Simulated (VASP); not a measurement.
# SiO2 (P-4m2) in VASP: notebook

Runs on SiO2. Level: LDA. Tasks: single point.

All numbers are computed with VASP 6.6.1; they aren't measurements. Logs are shortened: lines on timing, memory, paths and dates and some standing lists are left out, and cuts for length are marked.

### Step 1. The cell of the first run

Symmetry: P-4m2, No. 115, tetragonal system. The conventional cell has a = 6.911 Å, b = 6.911 Å, c = 6.419 Å, α = 90.00°, β = 90.00°, γ = 90.00°. Si (site symmetry m) has 4 O at 1.60 to 1.62 Å within 2.1 Å. Within 2.1 Å of Si (site symmetry -4m2) lie 4 O at 1.61 Å. Within 2.1 Å of O (site symmetry m) lie 2 Si at 1.61 Å. Within 2.2 Å of O (site symmetry 2) lie 2 Si at 1.62 Å. O (site symmetry 2mm) has 2 Si at 1.60 Å within 2.1 Å.

### Step 2. Single point, LDA

INCAR reads:

```
  ALGO = Normal
  EDIFF = 1E-6
  ENCUT = 520
  GGA = CA
  ISIF = 2
  ISMEAR = 0
  LASPH = T
  LCHARG = F
  LREAL = Auto
  LWAVE = F
  NBANDS = 53
  NELM = 100
  PREC = Accurate
  SIGMA = 0.02
```

KPOINTS reads:

```
k-points
0
Gamma
  4 4 4
```

POSCAR reads:

```
SiO2
1.0
    6.9114199400      0.0000000000      0.0000000000
    0.0000000000      6.9114199400      0.0000000000
    0.0000000000      0.0000000000      6.4185143800
Si O
5 10
Direct
    0.2692168184      0.0000000000      0.1191455893
    0.0000000000      0.7307831816      0.8808544107
    0.0000000000      0.2692168184      0.8808544107
    0.7307831816      0.0000000000      0.1191455893
    0.0000000000      0.0000000000      0.5000000000
    0.1909960446      0.0000000000      0.3558161582
    0.0000000000      0.8090039554      0.6441838418
    0.0000000000      0.1909960446      0.6441838418
    0.8090039554      0.0000000000      0.3558161582
    0.1908078852      0.1908078852      0.0000000000
    0.1908078852      0.8091921148      0.0000000000
    0.8091921148      0.1908078852      0.0000000000
    0.8091921148      0.8091921148      0.0000000000
    0.5000000000      0.0000000000      0.1208404025
    0.0000000000      0.5000000000      0.8791595975
```

Potentials or basis: VASP PAW LDA potentials, release 64 (Si, O).

The run is started by

```console
$ cat potpaw_LDA.64/Si/POTCAR potpaw_LDA.64/O/POTCAR > POTCAR
$ mpirun -np 1 vasp_std > vasp.out
```

OUTCAR:

```text
EDIFF = 1E-6
   ENCUT = 520
   GGA = CA
   ISIF = 2
   ISMEAR = 0
   LASPH = T
   LREAL = Auto
   NELM = 100
   PREC = Accurate

 ion  position               nearest neighbor table
   1  0.269  0.000  0.119-  14 1.60   6 1.61  11 1.62  10 1.62   2 3.04   3 3.04   5 3.07
   2  0.000  0.731  0.881-  15 1.60   7 1.61  13 1.62  11 1.62   1 3.04   4 3.04   5 3.07
   3  0.000  0.269  0.881-  15 1.60   8 1.61  12 1.62  10 1.62   1 3.04   4 3.04   5 3.07
   4  0.731  0.000  0.119-  14 1.60   9 1.61  13 1.62  12 1.62   2 3.04   3 3.04   5 3.07
   5  0.000  0.000  0.500-   6 1.61   7 1.61   8 1.61   9 1.61   1 3.07   2 3.07   3 3.07   4 3.07

   6  0.191  0.000  0.356-   5 1.61   1 1.61
   7  0.000  0.809  0.644-   5 1.61   2 1.61
   8  0.000  0.191  0.644-   5 1.61   3 1.61
   9  0.809  0.000  0.356-   5 1.61   4 1.61
  10  0.191  0.191  0.000-   1 1.62   3 1.62
  11  0.191  0.809  0.000-   1 1.62   2 1.62
  12  0.809  0.191  0.000-   3 1.62   4 1.62
  13  0.809  0.809  0.000-   2 1.62   4 1.62
  14  0.500  0.000  0.121-   1 1.60   4 1.60
  15  0.000  0.500  0.879-   2 1.60   3 1.60

  LATTYP: Found a simple tetragonal cell.
 ALAT       =     6.9114199400
 C/A-ratio  =     0.9286824467

  Lattice vectors:

 A1 = (   6.9114199400,   0.0000000000,   0.0000000000)
 A2 = (   0.0000000000,   6.9114199400,   0.0000000000)
 A3 = (   0.0000000000,   0.0000000000,   6.4185143800)

Analysis of symmetry for initial positions (statically):
=====================================================================
 Subroutine PRICEL returns:
 Original cell was already a primitive cell.

 Routine SETGRP: Setting up the symmetry group for a
 simple tetragonal supercell.

 Subroutine GETGRP returns: Found  8 space group operations
 (whereof  8 operations were pure point group operations)
 out of a pool of 16 trial point group operations.

The static configuration has the point symmetry D_2d.

Analysis of symmetry for dynamics (positions and initial velocities):
=====================================================================
 Subroutine PRICEL returns:
 Original cell was already a primitive cell.

 Routine SETGRP: Setting up the symmetry group for a
 simple tetragonal supercell.

 Subroutine GETGRP returns: Found  8 space group operations
 (whereof  8 operations were pure point group operations)
 out of a pool of 16 trial point group operations.
[... 134 lines left out ...]
   EFERMI =   0.00;   METHOD = LEGACY
   ISMEAR =     0;   SIGMA  =   0.02  broadening in eV -4-tet -1-fermi 0-gaus
   EFERMI_NEDOS =   21; number of points for ismear=-14 and -15
   IALGO  =     38    algorithm
   IMIX   =      4    mixing-type and parameters
     AMIX     =   0.40;   BMIX     =  1.00
     AMIX_MAG =   1.60;   BMIX_MAG =  1.00
  volume/ion in A,a.u.               =      20.44       137.93
  Fermi-wavevector in a.u.,A,eV,Ry     =   1.046121  1.976881 14.889788  1.094369
  Thomas-Fermi vector in A             =   2.180945
   LORBIT       =      0    0 simple, 1 ext, 2 COOP (PROOUT), +10 PAW based schemes
   GGA     = CA    functional components
   LHFCALC =     F    Hartree Fock is set to
   AEXX    =    0.0000 exact exchange contribution
   IVDW    =     0    specifies the selected vdW correction
   LEPSILON=     F    determine dielectric tensor
   LRPA    =     F    only Hartree local field effects (RPA)
 non-spin polarized calculation
 Gauss-broadening in eV      SIGMA  =   0.02
  energy-cutoff  :      520.00
  volume of cell :      306.60
 maximum number of plane-waves:      8292
 NGX is ok and might be reduce to    54
   NGX = 25   NGY = 25   NGZ = 23

 number of electron      79.9999985 magnetization

 Free energy of the ion-electron system (eV)
  ---------------------------------------------------
  ext. energy  EPLUGINS =         0.00000000
  ---------------------------------------------------
  free energy    TOTEN  =      -129.24642052 eV

  energy without entropy =     -129.24642052  energy(sigma->0) =     -129.24642052

 E-fermi :  -2.2626     XC(G=0):  -6.8115

 val. band max:       -2.4145862052   @ k =   0.5000   0.5000   0.0000
 cond. band min:       3.1996249314   @ k =   0.0000   0.0000   0.0000
 fundamental gap:      5.6142111366
 Fermi energy:        -2.2626402283

 k-point     1 :       0.0000    0.0000    0.0000
  band No.  band energies     occupation
      1     -21.7677      2.00000
      2     -20.6173      2.00000
      3     -20.5135      2.00000
      4     -20.4946      2.00000
      5     -20.4946      2.00000
      6     -19.7421      2.00000
[... 979 lines left out ...]
     51       6.9849      0.00000
     52       7.2382      0.00000
 [bands above 52 left out]

------------------------ aborting loop because EDIFF is reached ----------------------------------------

  FORCE on cell =-STRESS in cart. coord.  units (eV):
  Direction    XX          YY          ZZ          XY          YZ          ZX
  --------------------------------------------------------------------------------------
  -------------------------------------------------------------------------------------
  Total       -1.0596846     -1.0596846     -0.6595629      0.0000000     -0.0000000      0.0000000
  in kB       -5.5375559     -5.5375559     -3.4466543      0.0000000     -0.0000000      0.0000000
  external PRESSURE =      -4.8405887 kB  Pullay stress =       0.0000000 kB

 VOLUME and BASIS-vectors are now :
 -----------------------------------------------------------------------------
  energy-cutoff  :      520.00
  volume of cell :      306.60
      direct lattice vectors                 reciprocal lattice vectors
     6.911419940  0.000000000  0.000000000     0.144688068  0.000000000  0.000000000
     0.000000000  6.911419940  0.000000000     0.000000000  0.144688068  0.000000000
     0.000000000  0.000000000  6.418514380     0.000000000  0.000000000  0.155799293

 POSITION                                       TOTAL-FORCE (eV/Angst)
 -----------------------------------------------------------------------------------
      1.86067      0.00000      0.76474         0.079621     -0.000000      0.025037
      0.00000      5.05075      5.65378         0.000000     -0.079621     -0.025037
      0.00000      1.86067      5.65378         0.000000      0.079621     -0.025037
      5.05075      0.00000      0.76474        -0.079621     -0.000000      0.025037
      0.00000      0.00000      3.20926         0.000000     -0.000000     -0.000000
      1.32005      0.00000      2.28381         0.014546     -0.000000      0.010995
      0.00000      5.59137      4.13470         0.000000     -0.014546     -0.010995
      0.00000      1.32005      4.13470         0.000000      0.014546     -0.010995
      5.59137      0.00000      2.28381        -0.014546     -0.000000      0.010995
      1.31875      1.31875      0.00000         0.014664      0.014664     -0.000000
      1.31875      5.59267      0.00000         0.014664     -0.014664     -0.000000
      5.59267      1.31875      0.00000        -0.014664      0.014664     -0.000000
      5.59267      5.59267      0.00000        -0.014664     -0.014664     -0.000000
      3.45571      0.00000      0.77562         0.000000     -0.000000     -0.003864
      0.00000      3.45571      5.64290         0.000000     -0.000000      0.003864
 -----------------------------------------------------------------------------------
    total drift:                                0.000000      0.000000      0.000000

  FREE ENERGIE OF THE ION-ELECTRON SYSTEM (eV)
  ---------------------------------------------------
  free  energy   TOTEN  =      -129.2464205185 eV

  energy  without entropy=     -129.2464205185  energy(sigma->0) =     -129.24642052
```

stdout:

```text
POSCAR found type information on POSCAR SiO
 POSCAR found :  2 types and      15 ions
 scaLAPACK will be used
 LDA part: xc-table for (Slater(with rela. corr.)+CA(PZ))
 , standard interpolation
 POSCAR, INCAR and KPOINTS ok, starting setup
 FFT: planning ... GRIDC
 FFT: planning ... GRID_SOFT
 FFT: planning ... GRID
 WAVECAR not read
 entering main loop
```

Wall time 13 min (1 thread of Intel Xeon 6975P-C, shared host); peak memory 0.38 GiB.

What came out:

| Property | Result |
| --- | --- |
| Free energy | -129.2464 eV |
| Pressure | -0.5 GPa |
| Largest force | 0.083 eV/Å |
| Band gap on the k mesh | 5.61 eV, indirect (least direct gap 5.66 eV) |

Forces in eV/Å, atoms in the order of the input:
```
Si   0.080  0.000  0.025
Si   0.000 -0.080 -0.025
Si   0.000  0.080 -0.025
Si  -0.080  0.000  0.025
Si   0.000  0.000  0.000
O    0.015  0.000  0.011
O    0.000 -0.015 -0.011
O    0.000  0.015 -0.011
O   -0.015  0.000  0.011
O    0.015  0.015  0.000
O    0.015 -0.015  0.000
O   -0.015  0.015  0.000
O   -0.015 -0.015  0.000
O    0.000  0.000 -0.004
O    0.000  0.000  0.004
```

Stress tensor (GPa, compression positive):
```
-0.55  0.00  0.00
 0.00 -0.55  0.00
 0.00  0.00 -0.34
```

A k mesh can miss the band edges.

### Step 3. Single point, LDA (volume scaled by 1.03, then relaxed in part)

INCAR reads:

```
PREC = Accurate
ENCUT = 520
EDIFF = 1E-6
ISMEAR = 0
SIGMA = 0.02
LREAL = Auto
LASPH = True
NELM = 80
ALGO = Normal
ISIF = 2
LWAVE = False
LCHARG = True
GGA = CA
LELF = True
LVHAR = True
NBANDS = 53
```

KPOINTS reads:

```
Automatic mesh
0
Gamma
  4 4 4
```

POSCAR reads:

```
SiO2
1.0
    6.9479116570      0.0000000000      0.0000000000
    0.0000000000      6.9479116570      0.0000000000
    0.0000000000      0.0000000000      6.4771589793
Si O
5 10
Direct
    0.2688389031      0.0000000000      0.1192015490
    0.0000000000      0.7311610969      0.8807984510
    0.0000000000      0.2688389031      0.8807984510
    0.7311610969      0.0000000000      0.1192015490
    0.0000000000      0.0000000000      0.5000000000
    0.1891773342      0.0000000000      0.3541242598
    0.0000000000      0.8108226658      0.6458757402
    0.0000000000      0.1891773342      0.6458757402
    0.8108226658      0.0000000000      0.3541242598
    0.1896322441      0.1896322441      0.0000000000
    0.1896322441      0.8103677559      0.0000000000
    0.8103677559      0.1896322441      0.0000000000
    0.8103677559      0.8103677559      0.0000000000
    0.5000000000      0.0000000000      0.1214141363
    0.0000000000      0.5000000000      0.8785858637
```

Potentials or basis: VASP PAW LDA potentials, release 64 (Si, O).

The run is started by

```console
$ cat potpaw_LDA.64/Si/POTCAR potpaw_LDA.64/O/POTCAR > POTCAR
$ mpirun -np 1 vasp_std > vasp.out
```

Wall time 13 min (1 thread of Intel Xeon 6975P-C, shared host); peak memory 0.38 GiB.

It converged, with:

```
Free energy            : -129.1991 eV
Pressure               : -2.2 GPa
Largest force          : 0.086 eV/Å
Band gap on the k mesh : 5.56 eV, indirect (least direct gap 5.61 eV)
```

Forces on the atoms (eV/Å):
```
Si   0.083  0.000  0.022
Si   0.000 -0.083 -0.022
Si   0.000  0.083 -0.022
Si  -0.083  0.000  0.022
Si   0.000  0.000  0.000
O    0.010  0.000  0.011
O    0.000 -0.010 -0.011
O    0.000  0.010 -0.011
O   -0.010  0.000  0.011
O    0.011  0.011  0.000
O    0.011 -0.011  0.000
O   -0.011  0.011  0.000
O   -0.011 -0.011  0.000
O    0.000  0.000  0.000
O    0.000  0.000  0.000
```

Stress tensor (GPa, compression positive):
```
-2.19  0.00  0.00
 0.00 -2.19  0.00
 0.00  0.00 -2.10
```

Levels at points of the mesh, in eV from the valence-band top:
| k point | band 36 | band 37 | band 38 | band 39 | band 40 | band 41 | band 42 | band 43 | band 44 | band 45 |
| --- | --- | --- | --- | --- | --- | --- | --- | --- | --- | --- |
| (0.00, 0.00, 0.00) | -1.08 | -0.90 | -0.71 | -0.71 | -0.05 | 5.56 | 8.21 | 8.39 | 8.88 | 8.88 |
| (0.50, 0.00, 0.00) | -1.11 | -0.81 | -0.55 | -0.35 | -0.02 | 6.32 | 7.05 | 8.45 | 8.84 | 8.97 |
| (0.50, 0.50, 0.00) | -1.30 | -0.36 | -0.36 | -0.36 | 0.00 | 7.15 | 7.55 | 7.55 | 7.90 | 8.54 |
| (0.00, 0.00, 0.50) | -1.02 | -0.89 | -0.59 | -0.44 | -0.44 | 6.58 | 7.07 | 8.39 | 8.70 | 8.81 |
| (0.50, 0.00, 0.50) | -1.06 | -0.64 | -0.44 | -0.43 | -0.18 | 7.25 | 7.66 | 7.73 | 7.96 | 8.44 |
| (0.50, 0.50, 0.50) | -1.07 | -0.53 | -0.29 | -0.17 | -0.17 | 7.79 | 7.79 | 8.17 | 8.24 | 8.41 |

(Part 1 of 2 ends here.)
